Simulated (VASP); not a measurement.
# MgSe: single point with r2SCAN

Crystal: MgSe.

```
Mg Se
1.0
     0.00000    2.68154    2.68154
     2.68154    0.00000    2.68154
     2.68154    2.68154    0.00000
Mg Se
1 1
Direct
  0.00000 0.00000 0.00000
  0.50000 0.50000 0.50000
```

This cell differs from its parent crystal: strain -2.0%.

| Property | Result |
| --- | --- |
| Program | VASP 6.6.1 |
| Task | single point |
| Functional | r2SCAN |
| Potentials or basis | VASP PAW PBE potentials, release 64 (Mg, Se) |
| Cutoff | 660 eV |
| k mesh | 8 × 8 × 8 |
| Occupations | gaussian, width 0.01 eV |
| Spin | no spin polarisation |

```json
{
  "Pressure": "4.2 GPa",
  "Band gap on the k mesh": "2.55 eV, indirect (least direct gap 3.86 eV)"
}
```

Levels at points of the mesh, in eV from the valence-band top:
| k point | band 2 | band 3 | band 4 | band 5 | band 6 | band 7 |
| --- | --- | --- | --- | --- | --- | --- |
| (0.00, 0.00, 0.00) | 0.00 | 0.00 | 0.00 | 3.86 | 8.00 | 8.00 |
| (0.50, 0.00, 0.00) | -5.26 | -0.67 | -0.67 | 4.59 | 6.77 | 6.77 |
| (0.50, 0.50, 0.00) | -4.60 | -1.95 | -1.95 | 2.55 | 4.38 | 13.37 |

It took 43 s on 1 thread of Intel(R) Xeon(R) Platinum 8559C (Emerald Rapids), on a shared host, peak memory 0.19 GiB.

Caveat: the cell differs from its parent crystal (strain -2.0%); the PAW data sets were made with another functional, which shifts forces and pressure a little. A k mesh can miss the band edges.
